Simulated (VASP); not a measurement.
# H (Cmce) in VASP: a series of runs, part 2 of 2

VASP 6.6.1.

### Step 3. Single point, PBEsol (strain +0.015 along x and y, -0.015 along z)

Input file INCAR:

```
SYSTEM = H
ALGO = Normal ; EDIFF = 1E-6
ENCUT = 520 ; GGA = PS
ISIF = 2 ; ISMEAR = 0
LASPH = .TRUE. ; LCHARG = .FALSE.
LREAL = .FALSE. ; LWAVE = .FALSE.
NBANDS = 10 ; NELM = 100
PREC = Accurate ; SIGMA = 0.05
```

Input file KPOINTS:

```
k-points
0
G
  6 6 6
  0 0 0
```

Input file POSCAR:

```
H
1.0
    2.6628336006     -2.6054083891      0.0000000000
    2.6628336006      2.6054083891      0.0000000000
    0.0000000000      0.0000000000      4.0796907300
H
4
Direct
    0.9532956300      0.0467043700      0.0685088900
    0.4532956300      0.5467043700      0.4314911100
    0.5467043700      0.4532956300      0.5685088900
    0.0467043700      0.9532956300      0.9314911100
```

Potentials or basis: VASP PAW PBE potentials, release 64 (H).

Launch:

```console
cat potpaw_PBE.64/H/POTCAR > POTCAR
mpirun -np 1 vasp_std > vasp.out
```

OUTCAR:

```text
SYSTEM = H
   EDIFF = 1E-6
   ENCUT = 520
   GGA = PS
   ISIF = 2
   ISMEAR = 0
   LASPH = .TRUE.
   LREAL = .FALSE.
   NELM = 100
   PREC = Accurate

 ion  position               nearest neighbor table
   1  0.953  0.047  0.069-   4 0.74
   2  0.453  0.547  0.431-   3 0.74
   3  0.547  0.453  0.569-   2 0.74
   4  0.047  0.953  0.931-   1 0.74

  LATTYP: Found a base centered orthorhombic cell.
 ALAT       =     5.2108167782
 B/A-ratio  =     1.0220407717
 C/A-ratio  =     0.7829273037

  Lattice vectors:

 A1 = (  -2.6628336006,  -2.6054083891,   0.0000000000)
 A2 = (   2.6628336006,  -2.6054083891,   0.0000000000)
 A3 = (   0.0000000000,   0.0000000000,   4.0796907300)

Analysis of symmetry for initial positions (statically):
=====================================================================
 Subroutine PRICEL returns:
 Original cell was already a primitive cell.

 Routine SETGRP: Setting up the symmetry group for a
[... 182 lines left out ...]
  band No.  band energies     occupation
      1     -10.2227      2.00000
      2      -8.4407      2.00000
      3       3.1298      0.00000
      4       4.0835      0.00000
      5       4.4271      0.00000
      6       6.4743      0.00000
      7       7.0500      0.00000
      8       8.2026      0.00000
      9      10.4846      0.00000
     10      11.2022      0.00000
[... 287 lines left out ...]
 k-point    24 :       0.5000    0.3333    0.1667
  band No.  band energies     occupation
      1      -9.0669      2.00000
      2      -8.9360      2.00000
      3       1.3360      0.00000
      4       2.2083      0.00000
      5       4.1422      0.00000
      6       5.4185      0.00000
      7       7.6273      0.00000
      8       8.8978      0.00000
      9       9.3348      0.00000
     10       9.7574      0.00000

 [... further k-points ...]

------------------------ aborting loop because EDIFF is reached ----------------------------------------

  FORCE on cell =-STRESS in cart. coord.  units (eV):
  Direction    XX          YY          ZZ          XY          YZ          ZX
  --------------------------------------------------------------------------------------
  -------------------------------------------------------------------------------------
  Total       -0.0439954      0.3365441      0.4884962      0.0000000      0.0000000      0.0000000
  in kB       -1.2452056      9.5252303     13.8259401      0.0000000      0.0000000      0.0000000
  external PRESSURE =       7.3686550 kB  Pullay stress =       0.0000000 kB

 VOLUME and BASIS-vectors are now :
 -----------------------------------------------------------------------------
  energy-cutoff  :      520.00
  volume of cell :       56.61
      direct lattice vectors                 reciprocal lattice vectors
     2.662833601 -2.605408389  0.000000000     0.187769900 -0.191908494  0.000000000
     2.662833601  2.605408389  0.000000000     0.187769900  0.191908494  0.000000000
     0.000000000  0.000000000  4.079690730     0.000000000  0.000000000  0.245116619

 POSITION                                       TOTAL-FORCE (eV/Angst)
 -----------------------------------------------------------------------------------
      2.66283     -2.36204      0.27950         0.000000      0.418877      0.482153
      2.66283      0.24337      1.76035         0.000000      0.418877     -0.482153
      2.66283     -0.24337      2.31934         0.000000     -0.418877      0.482153
      2.66283      2.36204      3.80020         0.000000     -0.418877     -0.482153
 -----------------------------------------------------------------------------------
    total drift:                                0.000000     -0.000000     -0.000000

  FREE ENERGIE OF THE ION-ELECTRON SYSTEM (eV)
  ---------------------------------------------------
  free  energy   TOTEN  =       -13.0460471917 eV

  energy  without entropy=      -13.0460471917  energy(sigma->0) =      -13.04604719
```

OSZICAR:

```text
N       E                     dE             d eps       ncg     rms          rms(c)
DAV:   1    -0.957438003484E+01   -0.95744E+01   -0.11940E+03  1040   0.267E+02
DAV:   2    -0.140418771344E+02   -0.44675E+01   -0.44205E+01  1358   0.399E+01
DAV:   3    -0.141619580162E+02   -0.12008E+00   -0.12001E+00  1256   0.529E+00
DAV:   4    -0.141622679612E+02   -0.30994E-03   -0.30994E-03  1178   0.315E-01
DAV:   5    -0.141622689855E+02   -0.10243E-05   -0.10243E-05  1158   0.181E-02    0.614E+00
DAV:   6    -0.133808179074E+02    0.78145E+00   -0.37639E-01  1088   0.226E+00    0.333E+00
DAV:   7    -0.130352214899E+02    0.34560E+00   -0.73565E-01  1076   0.330E+00    0.373E-01
DAV:   8    -0.130469663368E+02   -0.11745E-01   -0.13833E-02  1084   0.469E-01    0.186E-01
DAV:   9    -0.130460167799E+02    0.94956E-03   -0.19530E-03  1164   0.198E-01    0.210E-02
DAV:  10    -0.130460352781E+02   -0.18498E-04   -0.44720E-05  1128   0.359E-02    0.106E-02
DAV:  11    -0.130460470722E+02   -0.11794E-04   -0.13530E-05  1116   0.192E-02    0.646E-04
DAV:  12    -0.130460471917E+02   -0.11951E-06   -0.23053E-07  1138   0.312E-03
   1 F= -.13046047E+02 E0= -.13046047E+02  d E =-.131363E-17
```

stdout:

```text
POSCAR found type information on POSCAR H
 POSCAR found :  1 types and       4 ions
 scaLAPACK will be used
 -----------------------------------------------------------------------------
|                                                                             |
|                                                                             |
|     You enforced a specific xc type in the INCAR file but a different       |
|     I HOPE YOU KNOW WHAT YOU ARE DOING!                                     |
|                                                                             |
 -----------------------------------------------------------------------------

 LDA part: xc-table for (Slater+PW92), standard interpolation
 POSCAR, INCAR and KPOINTS ok, starting setup
 FFT: planning ... GRIDC
 FFT: planning ... GRID_SOFT
 FFT: planning ... GRID
 WAVECAR not read
 entering main loop
```

Wall time 13 s (1 thread of Intel Xeon Platinum 8375C at 2.90GHz (Ice Lake), shared host); peak memory 0.16 GiB.

What came out:

| Quantity | Value |
| --- | --- |
| Free energy | -13.0460 eV |
| Pressure | 0.7 GPa |
| Largest force | 0.639 eV/Å |
| Band gap on the k mesh | 9.18 eV (least direct gap 9.79 eV) |

Forces on the atoms (eV/Å):
```
H    0.000  0.419  0.482
H    0.000  0.419 -0.482
H    0.000 -0.419  0.482
H    0.000 -0.419 -0.482
```

Caveat: the cell differs from its parent crystal (strain +0.015 along x and y, -0.015 along z); this functional lacks dispersion, which holds the molecules together, so the pressure and a relaxed volume are unreliable; the PAW data sets were made with another functional, which shifts forces and pressure a little. A k mesh can miss the band edges.

### Step 4. Single point, PBEsol (strain +0.000 along x and y, +0.030 along z)

Input file INCAR:

```
SYSTEM = H
ALGO = Normal
EDIFF = 1E-6
ENCUT = 520
GGA = PS
ISIF = 2
ISMEAR = 0
LASPH = .True.
LCHARG = .True.
LELF = .True.
LREAL = .False.
LVHAR = .True.
LWAVE = .False.
NBANDS = 10
NELM = 80
PREC = Accurate
SIGMA = 0.05
```

Input file KPOINTS:

```
k-points
0
Gamma
  6 6 6
  0 0 0
```

Input file POSCAR:

```
H
1.0
    2.6234813799     -2.5669048168      0.0000000000
    2.6234813799      2.5669048168      0.0000000000
    0.0000000000      0.0000000000      4.2660725400
H
4
Direct
    0.9532956300      0.0467043700      0.0685088900
    0.4532956300      0.5467043700      0.4314911100
    0.5467043700      0.4532956300      0.5685088900
    0.0467043700      0.9532956300      0.9314911100
```

Launch:

```console
cat potpaw_PBE.64/H/POTCAR > POTCAR
mpirun -np 1 vasp_std > vasp.out
```

It took 14 s on 1 thread of Intel Xeon Platinum 8375C at 2.90GHz (Ice Lake), shared host; peak memory 0.16 GiB.

It converged, with:

| Item | Value |
| --- | --- |
| Free energy | -13.0576 eV |
| Pressure | 0.0 GPa |
| Largest force | 0.114 eV/Å |
| Band gap on the k mesh | 9.06 eV (least direct gap 9.65 eV) |

Forces on the atoms (eV/Å):
```
H    0.000  0.072  0.088
H    0.000  0.072 -0.088
H    0.000 -0.072  0.088
H    0.000 -0.072 -0.088
```

Stress tensor (GPa, compression positive):
```
-0.14  0.00  0.00
 0.00 -0.01  0.00
 0.00  0.00  0.14
```

Levels at points of the mesh, in eV from the valence-band top:
```csv
k point,band 1,band 2,band 3,band 4,band 5,band 6,band 7
"(0.00, 0.00, 0.00)",-1.74,0.00,10.90,12.46,13.04,15.17,15.17
"(0.50, 0.00, 0.00)",-0.71,-0.71,10.60,10.60,13.46,13.46,17.14
"(0.50, 0.50, 0.00)",-0.53,-0.37,9.48,10.32,13.71,15.17,15.30
"(0.00, 0.00, 0.50)",-0.88,-0.88,10.32,10.32,15.44,15.44,17.12
"(0.50, 0.00, 0.50)",-0.59,-0.59,9.06,9.06,15.71,15.71,16.72
"(0.50, 0.50, 0.50)",-0.37,-0.37,10.82,10.82,12.35,12.35,12.56
```

Caveat: the cell differs from its parent crystal (strain +0.000 along x and y, +0.030 along z); this functional lacks dispersion, which holds the molecules together, so the pressure and a relaxed volume are unreliable; the PAW data sets were made with another functional, which shifts forces and pressure a little.

### Step 5. Single point, PBEsol (strain +0.030 along x and y, -0.030 along z)

Input file INCAR:

```
PREC     = Accurate       # precision mode
ENCUT    = 520            # plane-wave cutoff, eV
EDIFF    = 1E-7           # SCF threshold, eV
ISMEAR   = 0              # smearing method
SIGMA    = 0.05           # smearing width, eV
LREAL    = False          # projectors in reciprocal space
LASPH    = True           # aspherical terms in the spheres
NELM     = 80             # most SCF steps
ALGO     = Normal         # electronic algorithm
ISIF     = 2              # what is computed and relaxed
LWAVE    = False          # write WAVECAR
LCHARG   = False          # write CHGCAR
GGA      = PS             # functional
NBANDS   = 10             # bands
```

Input file KPOINTS:

```
Automatic mesh
0
Gamma
  6 6 6
```

Input file POSCAR:

```
H
1.0
    2.7021858213     -2.6439119613      0.0000000000
    2.7021858213      2.6439119613      0.0000000000
    0.0000000000      0.0000000000      4.0175634600
H
4
Direct
    0.9532956300      0.0467043700      0.0685088900
    0.4532956300      0.5467043700      0.4314911100
    0.5467043700      0.4532956300      0.5685088900
    0.0467043700      0.9532956300      0.9314911100
```

Launch:

```console
cat potpaw_PBE.64/H/POTCAR > POTCAR
mpirun -np 1 vasp_std > vasp.out
```

Run time: 14 s. Hardware: 1 thread of Intel Xeon Platinum 8375C at 2.90GHz (Ice Lake), shared host; peak memory 0.16 GiB.

The run converged. Its results:

| Item | Value |
| --- | --- |
| Free energy | -13.0436 eV |
| Pressure | 0.8 GPa |
| Largest force | 0.698 eV/Å |
| Band gap on the k mesh | 9.23 eV (least direct gap 9.80 eV) |

Forces on the atoms (eV/Å):
```
H    0.000  0.465  0.520
H    0.000  0.465 -0.520
H    0.000 -0.465  0.520
H    0.000 -0.465 -0.520
```

Stress tensor (GPa, compression positive):
```
-0.12  0.00  0.00
 0.00  1.08  0.00
 0.00  0.00  1.45
```

Levels at points of the mesh, in eV from the valence-band top:
| k point | band 1 | band 2 | band 3 | band 4 | band 5 | band 6 |
| --- | --- | --- | --- | --- | --- | --- |
| (0.00, 0.00, 0.00) | -1.74 | 0.00 | 11.86 | 12.46 | 12.68 | 14.70 |
| (0.50, 0.00, 0.00) | -0.76 | -0.76 | 10.75 | 10.75 | 14.08 | 14.08 |
| (0.50, 0.50, 0.00) | -0.63 | -0.46 | 9.34 | 10.17 | 14.35 | 15.36 |
| (0.00, 0.00, 0.50) | -0.83 | -0.83 | 10.36 | 10.36 | 15.25 | 15.25 |
| (0.50, 0.00, 0.50) | -0.60 | -0.60 | 9.23 | 9.23 | 15.64 | 15.64 |
| (0.50, 0.50, 0.50) | -0.42 | -0.42 | 10.87 | 10.87 | 12.47 | 12.47 |

Caveat: the cell differs from its parent crystal (strain +0.030 along x and y, -0.030 along z); this functional lacks dispersion, which holds the molecules together, so the pressure and a relaxed volume are unreliable; the PAW data sets were made with another functional, which shifts forces and pressure a little. A k mesh can miss the band edges.

### Step 6. Single point, PBEsol (strain +0.015 along x and y, +0.000 along z)

Input file INCAR:

```
SYSTEM = H
PREC = Accurate ; ENCUT = 520
EDIFF = 1E-6 ; ISMEAR = 0
SIGMA = 0.05 ; LREAL = .False.
LASPH = .True. ; NELM = 60
ALGO = Normal ; ISIF = 2
LWAVE = .False. ; LCHARG = .False.
GGA = PS ; NBANDS = 10
```

Input file KPOINTS:

```
regular mesh
0
Gamma
  6 6 6
  0 0 0
```

Input file POSCAR:

```
H
1.0
    2.6628336006     -2.6054083891      0.0000000000
    2.6628336006      2.6054083891      0.0000000000
    0.0000000000      0.0000000000      4.1418180000
H
4
Direct
    0.9532956300      0.0467043700      0.0685088900
    0.4532956300      0.5467043700      0.4314911100
    0.5467043700      0.4532956300      0.5685088900
    0.0467043700      0.9532956300      0.9314911100
```

Potentials or basis: VASP PAW PBE potentials, release 64 (H).

Launch:

```console
cat potpaw_PBE.64/H/POTCAR > POTCAR
mpirun -np 1 vasp_std > vasp.out
```

It took 13 s on 1 thread of Intel Xeon Platinum 8375C at 2.90GHz (Ice Lake), shared host; peak memory 0.16 GiB.

Results (log left out):

| Quantity | Value |
| --- | --- |
| Free energy | -13.0528 eV |
| Pressure | 0.4 GPa |
| Largest force | 0.405 eV/Å |
| Band gap on the k mesh | 9.14 eV (least direct gap 9.74 eV) |

Forces in eV/Å, atoms in the order of the input:
```
H    0.000  0.263  0.308
H    0.000  0.263 -0.308
H    0.000 -0.263  0.308
H    0.000 -0.263 -0.308
```

Stress tensor (GPa, compression positive):
```
-0.13  0.00  0.00
 0.00  0.51  0.00
 0.00  0.00  0.83
```

Levels at points of the mesh, in eV from the valence-band top:
```
           k point  band 1  band 2  band 3  band 4  band 5
(0.00, 0.00, 0.00)   -1.74    0.00   11.36   12.45   12.86
(0.50, 0.00, 0.00)   -0.74   -0.74   10.67   10.67   13.77
(0.50, 0.50, 0.00)   -0.59   -0.42    9.41   10.24   14.01
(0.00, 0.00, 0.50)   -0.86   -0.86   10.33   10.33   15.34
(0.50, 0.00, 0.50)   -0.60   -0.60    9.14    9.14   15.67
(0.50, 0.50, 0.50)   -0.40   -0.40   10.83   10.83   12.40
```

Caveat: the cell differs from its parent crystal (strain +0.015 along x and y, +0.000 along z); this functional lacks dispersion, which holds the molecules together, so the pressure and a relaxed volume are unreliable; the PAW data sets were made with another functional, which shifts forces and pressure a little. A k mesh can miss the band edges.

### Step 7. Overview

| cell | gap on the mesh (eV) | pressure (GPa) | largest force (eV/Å) |
| --- | --- | --- | --- |
| a = 3.725, b = 3.725, c = 4.018 Å, angles 90.0, 90.0, 88.8°, 4 atoms | 9.23 | 1.1 | 0.88 |
| a = 3.725, b = 3.725, c = 4.080 Å, angles 90.0, 90.0, 88.8°, 4 atoms | 9.18 | 0.7 | 0.64 |
| a = 3.670, b = 3.670, c = 4.266 Å, angles 90.0, 90.0, 88.8°, 4 atoms | 9.06 | 0.0 | 0.11 |
| a = 3.780, b = 3.780, c = 4.018 Å, angles 90.0, 90.0, 88.8°, 4 atoms | 9.23 | 0.8 | 0.70 |
| a = 3.725, b = 3.725, c = 4.142 Å, angles 90.0, 90.0, 88.8°, 4 atoms | 9.14 | 0.4 | 0.40 |

Alike in all rows: task single point; level PBEsol; potentials or basis VASP PAW PBE potentials, release 64 (H); no spin polarisation; k mesh 6 × 6 × 6; cutoff (eV) 520; smearing gaussian 0.05 eV.

Caveats: this functional lacks dispersion, which holds the molecules together, so the pressure and a relaxed volume are unreliable; the PAW data sets were made with another functional, which shifts forces and pressure a little.

Absolute energies hang on the potentials; compare differences alone.
